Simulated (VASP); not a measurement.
# Cu (P6_3/mmc) in VASP: further runs, part 2 of 2

VASP 6.6.1. The steps go on from the part before.

## Step 3: Single point, r2SCAN

File POSCAR:

```
Cu
1.0
    2.5172030200      0.0000000000      0.0000000000
   -1.2586010133      2.1799613867      0.0000000000
    0.0000000000      0.0000000000      4.1679585379
Cu
2
Direct
    0.3333333333      0.6666666667      0.2500000000
    0.6666666667      0.3333333333      0.7500000000
```

File INCAR.step1:

```
ALGO     = Normal         # electronic algorithm
EDIFF    = 1E-4           # SCF threshold, eV
ENCUT    = 520            # plane-wave cutoff, eV
GGA      = PE             # functional
ISMEAR   = -1             # smearing method
LASPH    = T              # aspherical terms in the spheres
LCHARG   = F              # write CHGCAR
LREAL    = F              # projectors in reciprocal space
LWAVE    = T              # write WAVECAR
NBANDS   = 18             # bands
NELM     = 60             # most SCF steps
PREC     = Accurate       # precision mode
SIGMA    = 0.1            # smearing width, eV
```

File INCAR.step2:

```
ALGO     = Normal         # electronic algorithm
EDIFF    = 1E-6           # SCF threshold, eV
ENCUT    = 520            # plane-wave cutoff, eV
ISIF     = 2              # what is computed and relaxed
ISMEAR   = -1             # smearing method
ISTART   = 1            
LASPH    = T              # aspherical terms in the spheres
LCHARG   = F              # write CHGCAR
LMIXTAU  = T            
LREAL    = F              # projectors in reciprocal space
LWAVE    = F              # write WAVECAR
METAGGA  = R2SCAN         # meta-GGA
NBANDS   = 18             # bands
NELM     = 60             # most SCF steps
PREC     = Accurate       # precision mode
SIGMA    = 0.1            # smearing width, eV
```

File KPOINTS:

```
k-points
0
Gamma
  16 16 9
```

Potentials or basis: VASP PAW PBE potentials, release 64 (Cu).

Run with:

```console
cat potpaw_PBE.64/Cu/POTCAR > POTCAR
cp INCAR.step1 INCAR
mpirun -np 1 vasp_std > vasp.out
cp INCAR.step2 INCAR
mpirun -np 1 vasp_std > vasp.out
```

OUTCAR:

```text
EDIFF = 1E-6
   ENCUT = 520
   ISIF = 2
   ISMEAR = -1
   ISTART = 1
   LASPH = T
   LREAL = F
   METAGGA = R2SCAN
   NELM = 60
   PREC = Accurate

 ion  position               nearest neighbor table
   1  0.333  0.667  0.250-   2 2.54   2 2.54   2 2.54   2 2.54   2 2.54   2 2.54
   2  0.667  0.333  0.750-   1 2.54   1 2.54   1 2.54   1 2.54   1 2.54   1 2.54

  LATTYP: Found a hexagonal cell.
 ALAT       =     2.5172030200
 C/A-ratio  =     1.6557895826

  Lattice vectors:

 A1 = (   2.5172030200,   0.0000000000,   0.0000000000)
 A2 = (  -1.2586010133,   2.1799613867,   0.0000000000)
 A3 = (   0.0000000000,   0.0000000000,   4.1679585379)

Analysis of symmetry for initial positions (statically):
=====================================================================
 Subroutine PRICEL returns:
 Original cell was already a primitive cell.

 Routine SETGRP: Setting up the symmetry group for a
 hexagonal supercell.

 Subroutine GETGRP returns: Found 24 space group operations
 (whereof 12 operations were pure point group operations)
 out of a pool of 24 trial point group operations.

[... 157 lines left out ...]
  ---------------------------------------------------
  ext. energy  EPLUGINS =         0.00000000
  ---------------------------------------------------
  free energy    TOTEN  =       -21.64234902 eV

  energy without entropy =      -21.62151029  energy(sigma->0) =      -21.63192966

 E-fermi :   7.7785     XC(G=0): -13.9621

 val. band max:        7.7573199337   @ k =   0.5000  -0.0000   0.1111
 cond. band min:       7.7937648673   @ k =   0.3125   0.0000   0.3333
 fundamental gap:      0.0364449336
 Fermi energy:         7.7784767586

 k-point     1 :       0.0000    0.0000    0.0000
  band No.  band energies     occupation
      1      -2.1250      2.00000
      2       2.3456      2.00000
      3       4.5073      2.00000
      4       4.6141      2.00000
      5       4.6143      2.00000
      6       4.8252      2.00000
[... 481 lines left out ...]
      5       4.4101      2.00000
      6       4.7272      2.00000
[... 10 lines left out ...]
     17      24.7885      0.00000
     18      25.6821      0.00000

 [... further k-points ...]
[... 5 lines left out ...]
  --------------------------------------------------------------------------------------
  -------------------------------------------------------------------------------------
  Total        0.2717334      0.2717333     -0.0710458      0.0000001      0.0000000      0.0000000
  in kB       19.0354499     19.0354433     -4.9768937      0.0000043      0.0000000      0.0000000
  external PRESSURE =      11.0313332 kB  Pullay stress =       0.0000000 kB

 VOLUME and BASIS-vectors are now :
 -----------------------------------------------------------------------------
  energy-cutoff  :      520.00
  volume of cell :       22.87
      direct lattice vectors                 reciprocal lattice vectors
     2.517203020  0.000000000  0.000000000     0.397266328  0.229361770  0.000000000
    -1.258601013  2.179961387  0.000000000     0.000000000  0.458723721  0.000000000
     0.000000000  0.000000000  4.167958538     0.000000000  0.000000000  0.239925611

 POSITION                                       TOTAL-FORCE (eV/Angst)
 -----------------------------------------------------------------------------------
      0.00000      1.45331      1.04199         0.000000      0.000000      0.000000
      1.25860      0.72665      3.12597        -0.000000      0.000000      0.000000
 -----------------------------------------------------------------------------------
    total drift:                               -0.000000      0.000000     -0.000000

  FREE ENERGIE OF THE ION-ELECTRON SYSTEM (eV)
  ---------------------------------------------------
  free  energy   TOTEN  =       -21.6423490233 eV

  energy  without entropy=      -21.6215102888  energy(sigma->0) =      -21.63192966
```

Run time: 2 min. Hardware: 1 thread of Intel Xeon 6975P-C (Granite Rapids), shared host; peak memory 0.17 GiB.

What came out:

* Free energy: -21.6423 eV
* Pressure: 1.1 GPa
* Band gap on the k mesh: zero (band 11 reaches 11.41 eV, above the bottom of band 12 at 5.75 eV)

Stress tensor (GPa, compression positive):
```
 1.90  0.00  0.00
 0.00  1.90  0.00
 0.00  0.00 -0.50
```

Levels at points of the mesh, in eV from the Fermi level:
```csv
k point,band 8,band 9,band 10,band 11,band 12,band 13,band 14,band 15
"(0.00, 0.00, 0.00)",-2.61,-2.61,-1.85,-1.85,-1.25,3.96,22.64,23.63
"(0.50, 0.00, 0.00)",-1.72,-1.72,-1.63,0.03,1.78,8.22,8.69,11.16
```

Caveat: the PAW data sets were made with another functional, which shifts forces and pressure a little.

## Step 4: Single point, r2SCAN

File POSCAR:

```
Cu
1.0
    2.5256500100      0.0000000000      0.0000000000
   -1.2628245067      2.1872766933      0.0000000000
    0.0000000000      0.0000000000      4.1401258375
Cu
2
Direct
    0.3333333333      0.6666666667      0.2500000000
    0.6666666667      0.3333333333      0.7500000000
```

File INCAR.step1:

```
  ALGO = Normal
  EDIFF = 1E-4
  ENCUT = 520
  GGA = PE
  ISMEAR = -1
  LASPH = True
  LCHARG = False
  LREAL = False
  LWAVE = True
  NBANDS = 18
  NELM = 80
  PREC = Accurate
  SIGMA = 0.1
```

File INCAR.step2:

```
  ALGO = Normal
  EDIFF = 1E-7
  ENCUT = 520
  ISIF = 2
  ISMEAR = -1
  ISTART = 1
  LASPH = True
  LCHARG = False
  LMIXTAU = True
  LREAL = False
  LWAVE = False
  METAGGA = R2SCAN
  NBANDS = 18
  NELM = 80
  PREC = Accurate
  SIGMA = 0.1
```

KPOINTS is that of step 3.

Run with:

```console
cat potpaw_PBE.64/Cu/POTCAR > POTCAR
cp INCAR.step1 INCAR
mpirun -np 1 vasp_std > vasp.out
cp INCAR.step2 INCAR
mpirun -np 1 vasp_std > vasp.out
```

Wall time 2.4 min (1 thread of Intel Xeon 6975P-C (Granite Rapids), shared host); peak memory 0.17 GiB.

Results (log left out):

| Quantity | Value |
| --- | --- |
| Free energy | -21.6437 eV |
| Pressure | 1.0 GPa |
| Band gap on the k mesh | zero (band 11 reaches 11.37 eV, above the bottom of band 12 at 5.75 eV) |

Stress tensor (GPa, compression positive):
```
1.18 0.00 0.00
0.00 1.18 0.00
0.00 0.00 0.70
```

Levels at points of the mesh, in eV from the Fermi level:
| k point | band 9 | band 10 | band 11 | band 12 | band 13 | band 14 |
| --- | --- | --- | --- | --- | --- | --- |
| (0.00, 0.00, 0.00) | -2.63 | -1.85 | -1.85 | -1.15 | 4.11 | 22.50 |
| (0.50, 0.00, 0.00) | -1.70 | -1.63 | 0.01 | 1.75 | 8.28 | 8.78 |

Caveat: the PAW data sets were made with another functional, which shifts forces and pressure a little.

## Step 5: Summary

| cell | gap on the mesh (eV) | pressure (GPa) |
| --- | --- | --- |
| a = 2.509, b = 2.509, c = 4.196 Å, angles 90.0, 90.0, 120.0°, 2 atoms | none | 1.1 |
| a = 2.517, b = 2.517, c = 4.168 Å, angles 90.0, 90.0, 120.0°, 2 atoms | none | 1.1 |
| a = 2.526, b = 2.526, c = 4.140 Å, angles 90.0, 90.0, 120.0°, 2 atoms | none | 1.0 |

Alike in all rows: task single point; level r2SCAN; potentials or basis VASP PAW PBE potentials, release 64 (Cu); no spin polarisation; k mesh 16 × 16 × 9; cutoff (eV) 520; smearing fermi-dirac 0.1 eV.

Caveats: the PAW data sets were made with another functional, which shifts forces and pressure a little.

Total energies depend on the potentials used, so only differences within one code and one set of settings carry meaning.
